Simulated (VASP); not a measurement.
A run of VASP 6.6.1:

Contents of INCAR:

```
SYSTEM = AlN
ALGO     = Normal         ! electronic algorithm
DIPOL    = 0.5 0.5 0.500
EDIFF    = 1E-7           ! SCF threshold, eV
EDIFFG   = -0.02          ! ionic threshold
ENCUT    = 520            ! plane-wave cutoff, eV
GGA      = PE             ! functional
IBRION   = 2              ! ionic algorithm
IDIPOL   = 3            
ISIF     = 2              ! what is computed and relaxed
ISMEAR   = 0              ! smearing method
LASPH    = .True.         ! aspherical terms in the spheres
LCHARG   = .False.        ! write CHGCAR
LDIPOL   = .True.       
LREAL    = .False.        ! projectors in reciprocal space
LWAVE    = .False.        ! write WAVECAR
NELM     = 100            ! most SCF steps
NSW      = 80             ! ionic steps
PREC     = Accurate       ! precision mode
SIGMA    = 0.05           ! smearing width, eV
```

File KPOINTS:

```
k-points
0
Gamma
  9 9 1
  0 0 0
```

The input POSCAR:

```
AlN
1.0
    3.1302395629      0.0000000000      0.0000000000
   -1.5651197815      2.7108669814      0.0000000000
    0.0000000000      0.0000000000     28.1393661353
N Al
6 6
Direct
    0.3333333333      0.6666666667      0.2665305240
    0.6666666667      0.3333333333      0.3556935071
    0.3333333333      0.6666666667      0.4448564902
    0.6666666667      0.3333333333      0.5340194733
    0.3333333333      0.6666666667      0.6231824564
    0.6666666667      0.3333333333      0.7123454395
    0.6666666667      0.3333333333      0.2876545605
    0.3333333333      0.6666666667      0.3768175436
    0.6666666667      0.3333333333      0.4659805267
    0.3333333333      0.6666666667      0.5551435098
    0.6666666667      0.3333333333      0.6443064929
    0.3333333333      0.6666666667      0.7334694760
```

Potentials or basis: VASP PAW PBE potentials, release 64 (N, Al).

Launch:

```console
$ cat potpaw_PBE.64/N/POTCAR potpaw_PBE.64/Al/POTCAR > POTCAR
$ mpirun -np 1 vasp_std > vasp.out
```

Hardware: 1 thread of Oxide Virtual Turin-like Processor (shared host).

**Question.** How long does it take, and how much memory?

**Answer.** Wall time 84 min on 1 thread of Oxide Virtual Turin-like Processor, on a shared host, peak memory 0.35 GiB. Counts: scf iterations 467, k points 12, ion steps 26.
